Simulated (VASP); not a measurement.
# Rh in VASP: a series of runs

The runs below take Rh through single point, with r2SCAN.

All numbers are computed with VASP 6.6.1; they aren't measurements. Logs are shortened: lines on timing, memory, paths and dates and some standing lists are left out, and cuts for length are marked.

## (1) The cell of the first run

Symmetry: Fm-3m, No. 225, cubic system. Conventional cell: a = 3.917 Å, b = 3.917 Å, c = 3.917 Å, α = 90.00°, β = 90.00°, γ = 90.00°. Within 3.7 Å of Rh (site symmetry m-3m) lie 12 Rh at 2.77 Å.

## (2) Single point, r2SCAN (strain +0.030 along x and y, +0.030 along z)

Input file POSCAR:

```
Rh
1.0
    0.0000000000      1.9585965000      1.9585965000
    1.9585965000      0.0000000000      1.9585965000
    1.9585965000      1.9585965000      0.0000000000
Rh
1
Direct
    0.0000000000      0.0000000000      0.0000000000
```

Input file INCAR.step1:

```
SYSTEM = Rh
  PREC = Accurate
  ENCUT = 520
  ISMEAR = 0
  SIGMA = 0.15
  LREAL = .False.
  LASPH = .True.
  NELM = 100
  NBANDS = 14
  GGA = PE
  ALGO = Normal
  EDIFF = 1E-4
  LWAVE = .True.
  LCHARG = .False.
```

Input file INCAR.step2:

```
SYSTEM = Rh
  PREC = Accurate
  ENCUT = 520
  EDIFF = 1E-6
  ISMEAR = 0
  SIGMA = 0.15
  LREAL = .False.
  LASPH = .True.
  NELM = 100
  ALGO = Normal
  ISIF = 2
  LWAVE = .False.
  LCHARG = .True.
  METAGGA = R2SCAN
  LMIXTAU = .True.
  LELF = .True.
  LVHAR = .True.
  NBANDS = 14
  ISTART = 1
```

Input file KPOINTS:

```
Automatic mesh
0
Gamma
  8 8 8
  0 0 0
```

Potentials or basis: VASP PAW PBE potentials, release 64 (Rh_pv).

Run with:

```console
$ cat potpaw_PBE.64/Rh_pv/POTCAR > POTCAR
$ cp INCAR.step1 INCAR
$ mpirun -np 1 vasp_std > vasp.out
$ cp INCAR.step2 INCAR
$ mpirun -np 1 vasp_std > vasp.out
```

OUTCAR:

```text
SYSTEM = Rh
   PREC = Accurate
   ENCUT = 520
   EDIFF = 1E-6
   ISMEAR = 0
   LREAL = .False.
   LASPH = .True.
   NELM = 100
   ISIF = 2
   METAGGA = R2SCAN
   ISTART = 1

 ion  position               nearest neighbor table
   1  0.000  0.000  0.000-

  LATTYP: Found a face centered cubic cell.
 ALAT       =     3.9171930000

  Lattice vectors:

 A1 = (   0.0000000000,   1.9585965000,   1.9585965000)
 A2 = (   1.9585965000,   0.0000000000,   1.9585965000)
 A3 = (   1.9585965000,   1.9585965000,   0.0000000000)

Analysis of symmetry for initial positions (statically):
=====================================================================
 Subroutine PRICEL returns:
 Original cell was already a primitive cell.

 Routine SETGRP: Setting up the symmetry group for a
 face centered cubic supercell.

 Subroutine GETGRP returns: Found 48 space group operations
 (whereof 48 operations were pure point group operations)
 out of a pool of 48 trial point group operations.

The static configuration has the point symmetry O_h .

Analysis of symmetry for dynamics (positions and initial velocities):
=====================================================================
 Subroutine PRICEL returns:
 Original cell was already a primitive cell.

 Routine SETGRP: Setting up the symmetry group for a
 face centered cubic supercell.

 Subroutine GETGRP returns: Found 48 space group operations
 (whereof 48 operations were pure point group operations)
 out of a pool of 48 trial point group operations.

The dynamic configuration has the point symmetry O_h .

 Subroutine INISYM returns: Found 48 space group operations
 (whereof 48 operations are pure point group operations),
 and found     1 'primitive' translations

----------------------------------------------------------------------------------------

                                     Primitive cell

  volume of cell :      15.0267

  direct lattice vectors                    reciprocal lattice vectors
     0.000000000  1.958596500  1.958596500    -0.255284843  0.255284843  0.255284843
     1.958596500  0.000000000  1.958596500     0.255284843 -0.255284843  0.255284843
     1.958596500  1.958596500  0.000000000     0.255284843  0.255284843 -0.255284843

  length of vectors
     2.769873734  2.769873734  2.769873734     0.442166318  0.442166318  0.442166318

  position of ions in fractional coordinates (direct lattice)
     0.000000000  0.000000000  0.000000000

  ion indices of the primitive-cell ions
   primitive index   ion index
                 1           1

----------------------------------------------------------------------------------------

 KPOINTS: Automatic mesh

Automatic generation of k-mesh.
 Grid dimensions read from file:
 generate k-points for:    8    8    8

 Generating k-lattice:

  Cartesian coordinates                     Fractional coordinates (reciprocal lattice)
    -0.031910605  0.031910605  0.031910605     0.125000000  0.000000000  0.000000000
     0.031910605 -0.031910605  0.031910605     0.000000000  0.125000000  0.000000000
     0.031910605  0.031910605 -0.031910605     0.000000000  0.000000000  0.125000000

  Length of vectors
     0.055270790  0.055270790  0.055270790

  Shift w.r.t. Gamma in fractional coordinates (k-lattice)
     0.000000000  0.000000000  0.000000000

 Subroutine IBZKPT returns following result:
 ===========================================

 Found     29 irreducible k-points:

 Following reciprocal coordinates:
            Coordinates               Weight
  0.000000  0.000000  0.000000      1.000000
  0.125000  0.000000  0.000000      8.000000
  0.250000  0.000000  0.000000      8.000000
  0.375000  0.000000  0.000000      8.000000
  0.500000  0.000000  0.000000      4.000000
  0.125000  0.125000  0.000000      6.000000
[... 16 lines left out ...]
  0.500000  0.250000  0.125000     48.000000
 -0.375000  0.250000  0.125000     24.000000
 [... further k-points ...]
   k-points           NKPTS =     29   k-points in BZ     NKDIM =     29   number of bands    NBANDS=     14
   number of dos      NEDOS =    301   number of ions     NIONS =      1
   total plane-waves  NPLWV =  13824
   dimension x,y,z NGX =    24 NGY =   24 NGZ =   24
   dimension x,y,z NGXF=    48 NGYF=   48 NGZF=   48
   ions per type =               1
   NGX,Y,Z   is equivalent  to a cutoff of  14.40, 14.40, 14.40 a.u.
   NGXF,Y,Z  is equivalent  to a cutoff of  28.81, 28.81, 28.81 a.u.
 SYSTEM =  Rh
   PREC   = accura    normal or accurate (medium, high low for compatibility)
   ISTART =      1    job   : 0-new  1-cont  2-samecut
   ICHARG =      0    charge: 1-file 2-atom 10-const
   ISPIN  =      1    spin polarized calculation?
   LNONCOLLINEAR =      F non collinear calculations
   LSORBIT =      F    spin-orbit coupling
   LASPH  =      T    aspherical Exc in radial PAW
   ENCUT  =  520.0 eV  38.22 Ry    6.18 a.u.   5.15  5.15  5.15*2*pi/ulx,y,z
   NELM   =    100;   NELMIN=  2; NELMDL=  0     # of ELM steps
   EDIFF  = 0.1E-05   stopping-criterion for ELM
   LREAL  =      F    real-space projection
   EDIFFG = 0.1E-04   stopping-criterion for IOM
   NSW    =      0    number of steps for IOM
   IBRION =     -1    ionic relax: 0-MD 1-quasi-New 2-CG
   NFREE  =      0    steps in history (QN), initial steepest desc. (CG)
   ISIF   =      2    stress and relaxation
   ISYM   =      2    0-nonsym 1-usesym 2-fastsym
   POTIM  = 0.5000    time-step for ionic-motion
   TEBEG  =    0.0;   TEEND  =   0.0 temperature during run
   PSTRESS=    0.0 pullay stress
   NELECT =      15.0000    total number of electrons
   NUPDOWN=      -1.0000    fix difference up-down
   EMIN   =  10.00;   EMAX   =-10.00  energy-range for DOS
   EFERMI =   0.00;   METHOD = LEGACY
   ISMEAR =     0;   SIGMA  =   0.15  broadening in eV -4-tet -1-fermi 0-gaus
   EFERMI_NEDOS =   21; number of points for ismear=-14 and -15
   IALGO  =     38    algorithm
   IMIX   =      4    mixing-type and parameters
     AMIX     =   0.40;   BMIX     =  1.00
     AMIX_MAG =   1.60;   BMIX_MAG =  1.00
  volume/ion in A,a.u.               =      15.03       101.41
  Fermi-wavevector in a.u.,A,eV,Ry     =   1.636127  3.091831 36.421582  2.676911
  Thomas-Fermi vector in A             =   2.727485
   LORBIT       =      0    0 simple, 1 ext, 2 COOP (PROOUT), +10 PAW based schemes
   METAGGA = R2SCAN    functional components
   LHFCALC =     F    Hartree Fock is set to
   AEXX    =    0.0000 exact exchange contribution
   IVDW    =     0    specifies the selected vdW correction
   LEPSILON=     F    determine dielectric tensor
   LRPA    =     F    only Hartree local field effects (RPA)
 non-spin polarized calculation
 Gauss-broadening in eV      SIGMA  =   0.15
  energy-cutoff  :      520.00
  volume of cell :       15.03
 maximum number of plane-waves:       415
 NGX is ok and might be reduce to    24
   NGX = 11   NGY = 11   NGZ = 11

 number of electron      15.0000001 magnetization

 Free energy of the ion-electron system (eV)
  ---------------------------------------------------
  ext. energy  EPLUGINS =         0.00000000
  ---------------------------------------------------
  free energy    TOTEN  =       -24.04242377 eV

  energy without entropy =      -24.01963486  energy(sigma->0) =      -24.03102931

 E-fermi :  10.2155     XC(G=0): -14.5366

 val. band max:       10.1963496391   @ k =  -0.3750   0.2500   0.0000
 cond. band min:      10.2532916792   @ k =   0.3750   0.0000   0.0000
 fundamental gap:      0.0569420401
 Fermi energy:        10.2154546344

 k-point     1 :       0.0000    0.0000    0.0000
  band No.  band energies     occupation
      1     -37.4247      2.00000
      2     -37.4247      2.00000
      3     -37.4247      2.00000
      4       2.6677      2.00000
      5       7.4373      2.00000
      6       7.4373      2.00000
      7       7.4373      2.00000
      8       9.2472      2.00000
      9       9.2472      2.00000
     10      26.8983      0.00000
     11      27.7672      0.00000
     12      32.1423      0.00000
     13      32.1423      0.00000
     14      32.1423      0.00000

 k-point     2 :       0.1250    0.0000    0.0000
  band No.  band energies     occupation
      1     -37.5114      2.00000
      2     -37.4367      2.00000
      3     -37.4367      2.00000
      4       3.2494      2.00000
      5       7.2275      2.00000
      6       7.6328      2.00000
      7       7.6328      2.00000
      8       9.1656      2.00000
      9       9.1656      2.00000
     10      27.5572      0.00000
     11      27.7675      0.00000
     12      29.5517      0.00000
     13      32.9120      0.00000
     14      32.9120      0.00000

 k-point     3 :       0.2500    0.0000    0.0000
  band No.  band energies     occupation
      1     -37.7175      2.00000
      2     -37.4655      2.00000
      3     -37.4655      2.00000
      4       4.4392      2.00000
      5       7.3223      2.00000
      6       7.7504      2.00000
      7       7.7504      2.00000
      8       9.4296      2.00000
      9       9.4296      2.00000
     10      25.3012      0.00000
     11      27.7680      0.00000
     12      28.2442      0.00000
     13      34.5029      0.00000
     14      34.5029      0.00000
[... 324 lines left out ...]
 k-point    23 :       0.5000    0.2500    0.1250
  band No.  band energies     occupation
      1     -37.8770      2.00000
      2     -37.6368      2.00000
      3     -37.5361      2.00000
      4       5.7041      2.00000
      5       6.6802      2.00000
      6       7.1528      2.00000
      7       8.6426      2.00000
      8      10.0892      1.76625
      9      13.1881      0.00000
     10      21.5699      0.00000
     11      25.9293      0.00000
     12      27.7659      0.00000
     13      27.9863      0.00000
     14      32.6579      0.00000

 k-point    24 :      -0.3750    0.2500    0.1250
  band No.  band energies     occupation
      1     -37.9239      2.00000
      2     -37.6570      2.00000
      3     -37.5544      2.00000
      4       5.6368      2.00000
      5       6.4619      2.00000
      6       7.8164      2.00000
      7       8.3759      2.00000
      8      10.5368      0.00245
      9      15.5132      0.00000
     10      18.2895      0.00000
     11      26.3322      0.00000
     12      26.7938      0.00000
     13      27.7678      0.00000
     14      31.5892      0.00000

 [... further k-points ...]
[... 5 lines left out ...]
  --------------------------------------------------------------------------------------
  -------------------------------------------------------------------------------------
  Total       -1.7603758     -1.7603758     -1.7603758     -0.0000000     -0.0000000      0.0000000
  in kB     -187.6942921   -187.6942921   -187.6942921     -0.0000000     -0.0000000      0.0000000
  external PRESSURE =    -187.6942921 kB  Pullay stress =       0.0000000 kB

 VOLUME and BASIS-vectors are now :
 -----------------------------------------------------------------------------
  energy-cutoff  :      520.00
  volume of cell :       15.03
      direct lattice vectors                 reciprocal lattice vectors
     0.000000000  1.958596500  1.958596500    -0.255284843  0.255284843  0.255284843
     1.958596500  0.000000000  1.958596500     0.255284843 -0.255284843  0.255284843
     1.958596500  1.958596500  0.000000000     0.255284843  0.255284843 -0.255284843

 POSITION                                       TOTAL-FORCE (eV/Angst)
 -----------------------------------------------------------------------------------
      0.00000      0.00000      0.00000         0.000000      0.000000      0.000000
 -----------------------------------------------------------------------------------
    total drift:                               -0.000000      0.000000     -0.000000

  FREE ENERGIE OF THE ION-ELECTRON SYSTEM (eV)
  ---------------------------------------------------
  free  energy   TOTEN  =       -24.0424237653 eV

  energy  without entropy=      -24.0196348566  energy(sigma->0) =      -24.03102931
```

Wall time 24 s (1 thread of Intel Xeon 6975P-C, shared host); peak memory 0.15 GiB.

Results:

```
Free energy : -24.0424 eV
Pressure    : -18.8 GPa
```

Caveat: the cell differs from its parent crystal (strain +0.030 along x and y, +0.030 along z); the PAW data sets were made with another functional, which shifts forces and pressure a little.

(Part 1 of 2 ends here.)
